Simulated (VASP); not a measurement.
# Ti3W2 (Fmmm) in VASP: single point with PBE

Aim: the single point of Ti3W2 with PBE.

All numbers are computed with VASP 6.6.1; they aren't measurements. Logs are shortened: lines on timing, memory, paths and dates and some standing lists are left out, and cuts for length are marked.

### 1 The cell of the first run

Symmetry: Fmmm, No. 69, orthorhombic system. The conventional cell has a = 3.188 Å, b = 4.577 Å, c = 22.585 Å, α = 90.00°, β = 90.00°, γ = 90.00°. Within 3.6 Å of Ti (site symmetry mmm) lie 8 W at 2.74 to 3.19 Å and 6 Ti at 2.79 to 3.19 Å. Ti (site symmetry mm2) has 4 W at 2.70 to 3.16 Å and 10 Ti at 2.79 to 3.37 Å within 3.6 Å. W (site symmetry mm2) has 8 Ti at 2.70 to 3.19 Å and 6 W at 2.79 to 3.19 Å within 3.6 Å.

### 2 Single point, PBE

INCAR reads:

```
SYSTEM = Ti3W2
PREC     = Accurate       ! precision mode
ENCUT    = 520            ! plane-wave cutoff, eV
EDIFF    = 1E-6           ! SCF threshold, eV
ISMEAR   = 0              ! smearing method
SIGMA    = 0.2            ! smearing width, eV
LREAL    = .False.        ! projectors in reciprocal space
LASPH    = .True.         ! aspherical terms in the spheres
NELM     = 100            ! most SCF steps
ALGO     = Fast           ! electronic algorithm
ISIF     = 2              ! what is computed and relaxed
LWAVE    = .False.        ! write WAVECAR
LCHARG   = .True.         ! write CHGCAR
GGA      = PE             ! functional
LELF     = .True.         ! ELF
LVHAR    = .True.       
NBANDS   = 75             ! bands
```

KPOINTS reads:

```
Automatic mesh
0
Gamma
  8 4 2
  0 0 0
```

POSCAR reads:

```
Ti3W2
1.0
   -1.5939090122     -2.2886030525      0.0000000000
   -4.7817270365      2.2886030525      0.0000000000
   -1.5939090122      0.0000000000    -11.2926580296
Ti W
6 4
Direct
    0.2500000000      0.2500000000      0.0000000000
    0.7500000000      0.7500000000      0.0000000000
    0.3476011634      0.3476011634      0.6095953466
    0.8476011634      0.8476011634      0.6095953466
    0.1523988366      0.1523988366      0.3904046534
    0.6523988366      0.6523988366      0.3904046534
    0.4506684065      0.4506684065      0.1973263739
    0.9506684065      0.9506684065      0.1973263739
    0.0493315935      0.0493315935      0.8026736261
    0.5493315935      0.5493315935      0.8026736261
```

Potentials or basis: VASP PAW PBE potentials, release 64 (Ti_sv, W_sv).

On the command line:

```bash
$ cat potpaw_PBE.64/Ti_sv/POTCAR potpaw_PBE.64/W_sv/POTCAR > POTCAR
$ mpirun -np 1 vasp_std > vasp.out
```

OUTCAR:

```text
SYSTEM = Ti3W2
   PREC = Accurate
   ENCUT = 520
   EDIFF = 1E-6
   ISMEAR = 0
   LREAL = .False.
   LASPH = .True.
   NELM = 100
   ISIF = 2
   GGA = PE

 ion  position               nearest neighbor table
   1  0.250  0.250  0.000-   7 2.74   9 2.74   8 2.74  10 2.74   2 2.79   2 2.79   8 3.19   9 3.19
                             7 3.19  10 3.19
   2  0.750  0.750  0.000-   8 2.74  10 2.74   9 2.74   7 2.74   1 2.79   1 2.79   7 3.19  10 3.19
                             8 3.19   9 3.19
   3  0.348  0.348  0.610-  10 2.70   9 2.70   4 2.79   4 2.79   9 3.16  10 3.16
   4  0.848  0.848  0.610-   9 2.70  10 2.70   3 2.79   3 2.79  10 3.16   9 3.16
   5  0.152  0.152  0.390-   8 2.70   7 2.70   6 2.79   6 2.79   8 3.16   7 3.16
   6  0.652  0.652  0.390-   7 2.70   8 2.70   5 2.79   5 2.79   7 3.16   8 3.16
   7  0.451  0.451  0.197-   6 2.70   5 2.70   1 2.74   2 2.74   8 2.79   8 2.79   6 3.16   5 3.16
                             8 3.19   8 3.19   2 3.19   1 3.19
   8  0.951  0.951  0.197-   5 2.70   6 2.70   2 2.74   1 2.74   7 2.79   7 2.79   5 3.16   6 3.16
                             7 3.19   7 3.19   1 3.19   2 3.19
   9  0.049  0.049  0.803-   4 2.70   3 2.70   1 2.74   2 2.74  10 2.79  10 2.79   3 3.16   4 3.16
                            10 3.19  10 3.19   1 3.19   2 3.19
  10  0.549  0.549  0.803-   3 2.70   4 2.70   2 2.74   1 2.74   9 2.79   9 2.79   4 3.16   3 3.16
                             9 3.19   9 3.19   2 3.19   1 3.19

  LATTYP: Found a triclinic cell.
 ALAT       =     2.7889513927
 B/A-ratio  =     2.5272565433
 C/A-ratio  =     5.3690526803
 COS(alpha) =     0.0044516146
 COS(beta)  =     0.4904233828
 COS(gamma) =     0.6700992910

  Lattice vectors:

 A1 = (   1.5939090122,   2.2886030525,   0.0000000000)
 A2 = (  -1.5939090121,   6.8658091575,   0.0000000000)
 A3 = (   9.5634540731,   2.2886030525,  11.2926580296)

Analysis of symmetry for initial positions (statically):
=====================================================================
 Subroutine PRICEL returns following result:

  LATTYP: Found a face centered orthorhombic cell.
 ALAT       =     3.1878180244
 B/A-ratio  =     1.4358429716
 C/A-ratio  =     7.0848824766

  Lattice vectors:

 A1 = (  -0.0000000000,  -2.2886030525,  11.2926580296)
 A2 = (  -1.5939090122,   0.0000000000,  11.2926580296)
 A3 = (  -1.5939090122,  -2.2886030525,   0.0000000000)

   2 primitive cells build up your supercell.

[... 141 lines left out ...]
   EDIFFG = 0.1E-04   stopping-criterion for IOM
   NSW    =      0    number of steps for IOM
   IBRION =     -1    ionic relax: 0-MD 1-quasi-New 2-CG
   NFREE  =      0    steps in history (QN), initial steepest desc. (CG)
   ISIF   =      2    stress and relaxation
   ISYM   =      2    0-nonsym 1-usesym 2-fastsym
   POTIM  = 0.5000    time-step for ionic-motion
   TEBEG  =    0.0;   TEEND  =   0.0 temperature during run
   PSTRESS=    0.0 pullay stress
   NELECT =     128.0000    total number of electrons
   NUPDOWN=      -1.0000    fix difference up-down
   EMIN   =  10.00;   EMAX   =-10.00  energy-range for DOS
   EFERMI =   0.00;   METHOD = LEGACY
   ISMEAR =     0;   SIGMA  =   0.20  broadening in eV -4-tet -1-fermi 0-gaus
   EFERMI_NEDOS =   21; number of points for ismear=-14 and -15
   IALGO  =     68    algorithm
   IMIX   =      4    mixing-type and parameters
     AMIX     =   0.40;   BMIX     =  1.00
     AMIX_MAG =   1.60;   BMIX_MAG =  1.00
  volume/ion in A,a.u.               =      16.48       111.20
  Fermi-wavevector in a.u.,A,eV,Ry     =   1.504925  2.843895 30.814452  2.264798
  Thomas-Fermi vector in A             =   2.615841
   LORBIT       =      0    0 simple, 1 ext, 2 COOP (PROOUT), +10 PAW based schemes
   GGA     = PE    functional components
   LHFCALC =     F    Hartree Fock is set to
   AEXX    =    0.0000 exact exchange contribution
   IVDW    =     0    specifies the selected vdW correction
   LEPSILON=     F    determine dielectric tensor
   LRPA    =     F    only Hartree local field effects (RPA)
 non-spin polarized calculation
 RMM-DIIS sequential band-by-band and
 Gauss-broadening in eV      SIGMA  =   0.20
  energy-cutoff  :      520.00
  volume of cell :      164.77
 maximum number of plane-waves:      4470
 NGX is ok and might be reduce to    24
   NGX = 11   NGY = 19   NGZ = 43

 number of electron     128.0000019 magnetization

 Free energy of the ion-electron system (eV)
  ---------------------------------------------------
  ext. energy  EPLUGINS =         0.00000000
  ---------------------------------------------------
  free energy    TOTEN  =       -98.82879287 eV

  energy without entropy =      -98.50560374  energy(sigma->0) =      -98.66719831

 E-fermi :   9.2520     XC(G=0): -12.4126

 val. band max:        9.2510346163   @ k =  -0.1250   0.2500   0.5000
 cond. band min:       9.2572374278   @ k =   0.0000   0.2500   0.5000
 fundamental gap:      0.0062028116
 Fermi energy:         9.2519644598

 k-point     1 :       0.0000    0.0000    0.0000
  band No.  band energies     occupation
      1     -64.1296      2.00000
      2     -64.1296      2.00000
      3     -64.0746      2.00000
      4     -64.0746      2.00000
      5     -47.2027      2.00000
      6     -47.1619      2.00000
[... 1861 lines left out ...]
     74      11.6149      0.00000
     75      11.6831      0.00000

 [... further k-points ...]
[... 5 lines left out ...]
  --------------------------------------------------------------------------------------
  -------------------------------------------------------------------------------------
  Total       -0.0967404     -0.0097053      0.1807154     -0.2968224     -0.0493775     -0.0140045
  in kB       -0.9406509     -0.0943689      1.7571770     -2.8861384     -0.4801199     -0.1361723
  external PRESSURE =       0.2407191 kB  Pullay stress =       0.0000000 kB

 VOLUME and BASIS-vectors are now :
 -----------------------------------------------------------------------------
  energy-cutoff  :      520.00
  volume of cell :      164.77
      direct lattice vectors                 reciprocal lattice vectors
    -1.593909012 -2.288603053  0.000000000    -0.156847096 -0.327710827  0.022138278
    -4.781727037  2.288603053  0.000000000    -0.156847096  0.109236942  0.022138278
    -1.593909012  0.000000000-11.292658030     0.000000000  0.000000000 -0.088553111

 POSITION                                       TOTAL-FORCE (eV/Angst)
 -----------------------------------------------------------------------------------
     -1.59391      0.00000      0.00000         0.000000     -0.000000      0.000000
     -4.78173      0.00000      0.00000         0.000000     -0.000000      0.000000
     -3.18782      0.00000     -6.88395         0.001896     -0.005692      0.038983
     -6.37564      0.00000     -6.88395         0.001896     -0.005692      0.038983
     -1.59391      0.00000     -4.40871        -0.001896      0.005692     -0.038983
     -4.78173      0.00000     -4.40871        -0.001896      0.005692     -0.038983
     -3.18782      0.00000     -2.22834         0.003676     -0.005065      0.010491
     -6.37564      0.00000     -2.22834         0.003676     -0.005065      0.010491
     -1.59391      0.00000     -9.06432        -0.003676      0.005065     -0.010491
     -4.78173      0.00000     -9.06432        -0.003676      0.005065     -0.010491
 -----------------------------------------------------------------------------------
    total drift:                               -0.000000     -0.000000     -0.000000

  FREE ENERGIE OF THE ION-ELECTRON SYSTEM (eV)
  ---------------------------------------------------
  free  energy   TOTEN  =       -98.8287928720 eV

  energy  without entropy=      -98.5056037440  energy(sigma->0) =      -98.66719831
```

OSZICAR:

```text
N       E                     dE             d eps       ncg     rms          rms(c)
DAV:   1     0.197735845179E+04    0.19774E+04   -0.67421E+04  5408   0.213E+03
DAV:   2     0.135394576184E+03   -0.18420E+04   -0.18081E+04  5400   0.695E+02
DAV:   3    -0.798002007447E+02   -0.21519E+03   -0.20413E+03  8277   0.206E+02
[... 46 lines left out ...]
RMM:  50    -0.988287920570E+02   -0.12197E-06   -0.11706E-05  5577   0.125E-02    0.418E-03
RMM:  51    -0.988287922306E+02   -0.17366E-06   -0.11021E-05  5355   0.121E-02    0.294E-03
RMM:  52    -0.988287925221E+02   -0.29144E-06   -0.10349E-05  4649   0.115E-02    0.320E-03
RMM:  53    -0.988287927620E+02   -0.23996E-06   -0.10002E-05  4356   0.113E-02    0.381E-03
RMM:  54    -0.988287928720E+02   -0.11001E-06   -0.98866E-06  4379   0.113E-02
   1 F= -.98828793E+02 E0= -.98667198E+02  d E =-.323189E+00
```

stdout:

```text
POSCAR found type information on POSCAR TiW
 POSCAR found :  2 types and      10 ions
 scaLAPACK will be used
 LDA part: xc-table for (Slater+PW92), standard interpolation
 POSCAR, INCAR and KPOINTS ok, starting setup
 FFT: planning ... GRIDC
 FFT: planning ... GRID_SOFT
 FFT: planning ... GRID
 WAVECAR not read
 entering main loop
WARNING in EDDRMM: call to ZHEGV failed, returncode =   6  3     56
WARNING in EDDRMM: call to ZHEGV failed, returncode =   8  4     45
WARNING in EDDRMM: call to ZHEGV failed, returncode =   8  4     11
WARNING in EDDRMM: call to ZHEGV failed, returncode =   8  4     12
WARNING in EDDRMM: call to ZHEGV failed, returncode =   8  4     46
WARNING in EDDRMM: call to ZHEGV failed, returncode =   6  3     36
WARNING in EDDRMM: call to ZHEGV failed, returncode =   8  4     16
WARNING in EDDRMM: call to ZHEGV failed, returncode =   8  4     28
WARNING in EDDRMM: call to ZHEGV failed, returncode =   8  4     24
WARNING in EDDRMM: call to ZHEGV failed, returncode =   6  3     50
[... 30 lines left out ...]
WARNING in EDDRMM: call to ZHEGV failed, returncode =   8  4     70
WARNING in EDDRMM: call to ZHEGV failed, returncode =   6  3     17
WARNING in EDDRMM: call to ZHEGV failed, returncode =   8  4     73
WARNING in EDDRMM: call to ZHEGV failed, returncode =   6  3     43
WARNING in EDDRMM: call to ZHEGV failed, returncode =   6  3     37
WARNING in EDDRMM: call to ZHEGV failed, returncode =   6  3     71
WARNING in EDDRMM: call to ZHEGV failed, returncode =   6  3     43
WARNING in EDDRMM: call to ZHEGV failed, returncode =   8  4     71
WARNING in EDDRMM: call to ZHEGV failed, returncode =   8  4     74
WARNING in EDDRMM: call to ZHEGV failed, returncode =   6  3     57
```

Wall time 51 min (1 thread of Oxide Virtual Turin-like, shared host); peak memory 0.46 GiB.

What came out:

```yaml
Free_energy: -98.8288 eV
Pressure: 0.0 GPa
Largest_force: 0.039 eV/Å
Band_gap_on_the_k_mesh: zero (band 64 reaches 9.84 eV, above the bottom of band 65 at 8.93 eV)
```

Forces in eV/Å, atoms in the order of the input:
```
Ti   0.000  0.000  0.000
Ti   0.000  0.000  0.000
Ti   0.002 -0.006  0.039
Ti   0.002 -0.006  0.039
Ti  -0.002  0.006 -0.039
Ti  -0.002  0.006 -0.039
W    0.004 -0.005  0.010
W    0.004 -0.005  0.010
W   -0.004  0.005 -0.010
W   -0.004  0.005 -0.010
```

Stress tensor (GPa, compression positive):
```
-0.09 -0.29 -0.01
-0.29 -0.01 -0.05
-0.01 -0.05  0.18
```

Levels at points of the mesh, in eV from the Fermi level:
| k point | band 61 | band 62 | band 63 | band 64 | band 65 | band 66 | band 67 | band 68 |
| --- | --- | --- | --- | --- | --- | --- | --- | --- |
| (0.00, 0.00, 0.00) | 0.00 | 0.21 | 0.34 | 0.36 | 0.44 | 0.59 | 0.67 | 0.80 |
| (0.50, 0.00, 0.00) | -0.70 | -0.70 | -0.48 | -0.48 | -0.17 | -0.17 | 0.86 | 0.86 |
| (0.00, 0.50, 0.00) | -0.48 | -0.48 | 0.02 | 0.02 | 0.04 | 0.04 | 0.17 | 0.17 |
| (0.50, 0.50, 0.00) | -0.50 | -0.39 | 0.00 | 0.59 | 0.67 | 0.82 | 1.16 | 1.32 |
| (0.00, 0.00, 0.50) | 0.08 | 0.37 | 0.46 | 0.49 | 0.54 | 0.59 | 0.63 | 0.65 |
| (0.50, 0.00, 0.50) | -0.76 | -0.76 | -0.59 | -0.59 | 0.01 | 0.01 | 0.45 | 0.45 |
| (0.00, 0.50, 0.50) | -0.32 | -0.32 | -0.13 | -0.13 | -0.04 | -0.04 | 0.25 | 0.25 |
| (0.50, 0.50, 0.50) | -0.39 | 0.00 | 0.24 | 0.32 | 0.59 | 0.67 | 1.32 | 1.72 |

Caveat: spin-orbit coupling is left out, which moves the levels of the heavy elements.
